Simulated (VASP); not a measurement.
# BaS (Fm-3m) in VASP: notebook, part 2 of 2

VASP 6.6.1. Earlier steps stand in the parts before.

## Step 3: Relaxation of cell and atoms, HSE06

Contents of POSCAR:

```
BaS
1.0
    0.0000000000      3.2119099333      3.2119099333
    3.2119099333      0.0000000000      3.2119099333
    3.2119099333      3.2119099333      0.0000000000
Ba S
1 1
Direct
    0.0000000000      0.0000000000      0.0000000000
    0.5000000000      0.5000000000      0.5000000000
```

Contents of INCAR.step1:

```
SYSTEM = BaS
PREC = Accurate ; ENCUT = 600
EDIFF = 1E-5 ; ISMEAR = -1
SIGMA = 0.02 ; LREAL = .False.
LASPH = .True. ; NELM = 60
ALGO = Normal ; LWAVE = .True.
LCHARG = .False. ; GGA = PE
NBANDS = 15
```

Contents of INCAR.step2:

```
SYSTEM = BaS
PREC = Accurate ; ENCUT = 600
EDIFF = 1E-7 ; ISMEAR = -1
SIGMA = 0.02 ; LREAL = .False.
LASPH = .True. ; NELM = 60
ALGO = Normal ; ISIF = 3
LWAVE = .False. ; LCHARG = .False.
GGA = PE ; LHFCALC = .True.
HFSCREEN = 0.2079 ; PRECFOCK = Normal
IBRION = 2 ; NSW = 80
EDIFFG = -0.005 ; ISTART = 1
```

Contents of KPOINTS:

```
regular mesh
0
Gamma
  4 4 4
  0 0 0
```

Potentials or basis: VASP PAW PBE potentials, release 64 (Ba_sv, S).

Run with:

```
$ cat potpaw_PBE.64/Ba_sv/POTCAR potpaw_PBE.64/S/POTCAR > POTCAR
$ cp INCAR.step1 INCAR
$ mpirun -np 1 vasp_std > vasp.out
$ cp INCAR.step2 INCAR
$ mpirun -np 1 vasp_std > vasp.out
```

OUTCAR:

```text
SYSTEM = BaS
   PREC = Accurate
   ENCUT = 600
   EDIFF = 1E-7
   ISMEAR = -1
   LREAL = .False.
   LASPH = .True.
   NELM = 60
   ISIF = 3
   GGA = PE
   LHFCALC = .True.
   HFSCREEN = 0.2079
   PRECFOCK = Normal
   IBRION = 2
   NSW = 80
   EDIFFG = -0.005
   ISTART = 1

 ion  position               nearest neighbor table
   1  0.000  0.000  0.000-   2 3.21   2 3.21   2 3.21   2 3.21   2 3.21   2 3.21
   2  0.500  0.500  0.500-   1 3.21   1 3.21   1 3.21   1 3.21   1 3.21   1 3.21

  LATTYP: Found a face centered cubic cell.
 ALAT       =     6.4238198666

  Lattice vectors:

 A1 = (   0.0000000000,   3.2119099333,   3.2119099333)
 A2 = (   3.2119099333,   0.0000000000,   3.2119099333)
 A3 = (   3.2119099333,   3.2119099333,   0.0000000000)

Analysis of symmetry for initial positions (statically):
=====================================================================
 Subroutine PRICEL returns:
 Original cell was already a primitive cell.

 Routine SETGRP: Setting up the symmetry group for a
 face centered cubic supercell.

 Subroutine GETGRP returns: Found 48 space group operations
 (whereof 48 operations were pure point group operations)
 out of a pool of 48 trial point group operations.

The static configuration has the point symmetry O_h .

Analysis of symmetry for dynamics (positions and initial velocities):
=====================================================================
 Subroutine PRICEL returns:
 Original cell was already a primitive cell.

 Routine SETGRP: Setting up the symmetry group for a
 face centered cubic supercell.

 Subroutine GETGRP returns: Found 48 space group operations
 (whereof 48 operations were pure point group operations)
 out of a pool of 48 trial point group operations.

The dynamic configuration has the point symmetry O_h .

 Subroutine INISYM returns: Found 48 space group operations
[... 97 lines left out ...]
   IALGO  =     38    algorithm
   IMIX   =      1    mixing-type and parameters
     AMIX     =   0.40;   BMIX     =  1.00
     AMIX_MAG =   1.60;   BMIX_MAG =  1.00
  volume/ion in A,a.u.               =      33.14       223.61
  Fermi-wavevector in a.u.,A,eV,Ry     =   1.019393  1.926373 14.138647  1.039161
  Thomas-Fermi vector in A             =   2.152904
   LORBIT       =      0    0 simple, 1 ext, 2 COOP (PROOUT), +10 PAW based schemes
   GGA     = PE    functional components
   LHFCALC =     T    Hartree Fock is set to
   PRECFOCK=normal    Normal, Fast or Accurate (Low or Medium for compatibility)
   ENCUT4O =  -1.0   cutoff for four orbital integrals eV
   NKREDX  =     1    reduce k-point grid by
   NKREDY  =     1    reduce k-point grid by
   NKREDZ  =     1    reduce k-point grid by
   AEXX    =    0.2500 exact exchange contribution
   HFSCREEN=    0.2079 screening length (either q_TF or 0.3 A-1)
   HFSCREENC=   0.2079 screening length for correlation (either q_TF or 0.3 A-1)
   ENCUTFOCK=  -1.0 apply spherical cutoff to Coloumb kernel
   IVDW    =     0    specifies the selected vdW correction
   LEPSILON=     F    determine dielectric tensor
   LRPA    =     F    only Hartree local field effects (RPA)
 conjugate gradient relaxation of ions
 non-spin polarized calculation
  energy-cutoff  :      600.00
  volume of cell :       66.27
 maximum number of plane-waves:      2229
  NGX = 28; NGY = 28; NGZ = 28

--------------------------------------- Ionic step        1  -------------------------------------------

 number of electron      16.0000002 magnetization

 Free energy of the ion-electron system (eV)
  ---------------------------------------------------
  ext. energy  EPLUGINS =         0.00000000
  ---------------------------------------------------
  free energy    TOTEN  =       -11.54486319 eV

  energy without entropy =      -11.54486319  energy(sigma->0) =      -11.54486319

------------------------ aborting loop because EDIFF is reached ----------------------------------------

  FORCE on cell =-STRESS in cart. coord.  units (eV):
  Direction    XX          YY          ZZ          XY          YZ          ZX
  --------------------------------------------------------------------------------------
  -------------------------------------------------------------------------------------
  Total        0.0943382      0.0943382      0.0943382      0.0000000      0.0000000      0.0000000
  in kB        2.2807533      2.2807533      2.2807533      0.0000000      0.0000000      0.0000000
  external PRESSURE =       2.2807533 kB  Pullay stress =       0.0000000 kB
[... 59 lines left out ...]
--------------------------------------- Ionic step        3  -------------------------------------------

 number of electron      16.0000002 magnetization

 Free energy of the ion-electron system (eV)
  ---------------------------------------------------
  ext. energy  EPLUGINS =         0.00000000
  ---------------------------------------------------
  free energy    TOTEN  =       -11.54510679 eV

  energy without entropy =      -11.54510679  energy(sigma->0) =      -11.54510679

 E-fermi :   1.1509     XC(G=0):  -7.1303

 val. band max:        0.6862172109   @ k =   0.0000   0.0000   0.0000
 cond. band min:       3.7410073770   @ k =   0.5000   0.5000   0.0000
 fundamental gap:      3.0547901662
 Fermi energy:         1.1508934108

 k-point     1 :       0.0000    0.0000    0.0000
  band No.  band energies     occupation
      1     -27.2003      2.00000
      2     -11.2006      2.00000
      3     -11.2006      2.00000
      4     -11.2006      2.00000
      5     -10.7114      2.00000
      6       0.6862      2.00000
      7       0.6862      2.00000
      8       0.6862      2.00000
      9       5.1557      0.00000
     10       5.5958      0.00000
     11       5.5958      0.00000
     12       5.5958      0.00000
[... 132 lines left out ...]
  FREE ENERGIE OF THE ION-ELECTRON SYSTEM (eV)
  ---------------------------------------------------
  free  energy   TOTEN  =       -11.5451067910 eV

  energy  without entropy=      -11.5451067910  energy(sigma->0) =      -11.54510679

 reached required accuracy - stopping structural energy minimisation
```

Wall time 15 min (1 thread of AMD EPYC 9R45 (Zen 5), shared host); peak memory 0.31 GiB.

What came out:

```yaml
Free_energy: -11.5451 eV
Relaxed_volume: 33.31 Å³/atom
Relaxed_cell: a = 4.550 Å, b = 4.550 Å, c = 4.550 Å, α = 60.00°, β = 60.00°, γ = 60.00°
Space_group_after_relaxing_to_0.1_Å: Fm-3m (No. 225)
Energy_gained_by_relaxing: 0.1 meV/atom
Ionic_steps: 3
Pressure_after_relaxing: 0.0 GPa
Band_gap_on_the_k_mesh: 3.05 eV (least direct gap 3.22 eV)
```

Step by step:
```tsv
step	energy change (eV)	largest force (eV/Å)	pressure (GPa)	volume (Å³)
1	0.0000	0.0000	0.23	66.27
2	-0.0002	0.0000	-0.07	66.72
3	-0.0002	0.0000	0.00	66.61
```

Final structure:
```yaml
crystal:
  lattice:
    - [0.00000, 3.21745, 3.21745]
    - [3.21745, 0.00000, 3.21745]
    - [3.21745, 3.21745, 0.00000]
  atoms:
    - { symbol: Ba, position: [0.00000, 0.00000, 0.00000] }
    - { symbol: S, position: [0.50000, 0.50000, 0.50000] }
```

Caveat: the k points lie up to 0.42 Å⁻¹ apart in the final cell; the PAW data sets were made with another functional, which shifts forces and pressure a little; spin-orbit coupling is left out, which moves the levels of the heavy elements.
